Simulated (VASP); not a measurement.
Write the native input for VASP 6.6.1 that does the following.

| Quantity | Value |
| --- | --- |
| Task | single point |
| Functional | PBE |
| Potentials or basis | VASP PAW PBE potentials, release 64 (Si, N) |
| Cutoff | 520 eV |
| k mesh | 1 × 1 × 1, shifted |
| Occupations | fermi-dirac, width 0.1379 eV |
| Spin | no spin polarisation |
| Dipole correction | no |
| Further INCAR settings | LREAL = Auto; ALGO = Normal; EDIFF = 1e-06; NBANDS = 69; ISYM = 0 |

The structure of Si11N12 lies in POSCAR:

```
Si11N12
1.0
    6.4418990000      0.1209050000      0.0829390000
    0.1209050000      6.5958520000      0.1101930000
    0.0829390000      0.1101930000      6.6182720000
Si N
11 12
Direct
    0.7636850945      0.6540643477      0.3860319445
    1.0714552917      0.1061409739      0.6035550635
    0.6503650775      0.1949993793      0.2456559362
    0.7051053842      0.4669632113      0.9333623924
    0.5396444104      0.1060077285      0.6281887663
    0.1183458278      0.7567661349      0.9578282949
    0.7398468857      0.8951906160      0.9874855702
    0.5650291915      0.6786715719      0.6977203698
    0.2898462308      0.3685418848      0.9022570707
    0.0939708000      0.9375269555      0.2806749629
    0.9869469383      0.3280630784      0.0774429267
    0.5049334227      0.3208061741      0.0623086709
    0.3137561320      0.6273092423      0.8107628839
    0.7609994096      0.3780502225      0.3924028782
    0.5051804013      1.0533790517      0.3983178456
    0.2796030665      0.2065664023      0.6958170999
    0.9742181401      0.9037428477      0.7919930136
    0.5791543248      0.9118837889      0.7872535775
    0.0621807020      0.5738708228      0.1735775210
    0.6756223577      0.6844455500      0.1304105435
    0.0292167828      0.6785565292      0.3627190919
    0.8659450902      0.0768634065      0.1260085066
    0.8138159079      0.2498718475      0.6056542847
```

These files were run (other wordings do the same):

INCAR

```
SYSTEM = Si11N12
PREC = Accurate
ENCUT = 520
EDIFF = 1E-6
ISMEAR = -1
SIGMA = 0.1379
LREAL = Auto
LASPH = .TRUE.
NELM = 60
ALGO = Normal
ISIF = 2
LWAVE = .FALSE.
LCHARG = .FALSE.
GGA = PE
NBANDS = 69
ISYM = 0
```

KPOINTS

```
Automatic mesh
0
Gamma
  1 1 1
  0.25 0.25 0.25
```

Potentials or basis: VASP PAW PBE potentials, release 64 (Si, N).

Run with:

```console
$ cat potpaw_PBE.64/Si/POTCAR potpaw_PBE.64/N/POTCAR > POTCAR
$ mpirun -np 1 vasp_std > vasp.out
```

Results of the run:

```
Pressure               : 3.4 GPa
Largest force          : 4.155 eV/Å
Band gap on the k mesh : 1.32 eV
```

Caveat: the k points lie up to 0.98 Å⁻¹ apart.

Wall time 25 s on 1 thread of AMD EPYC 9R45 96-Core Processor (Zen 5), with other jobs on the host, peak memory 0.29 GiB.
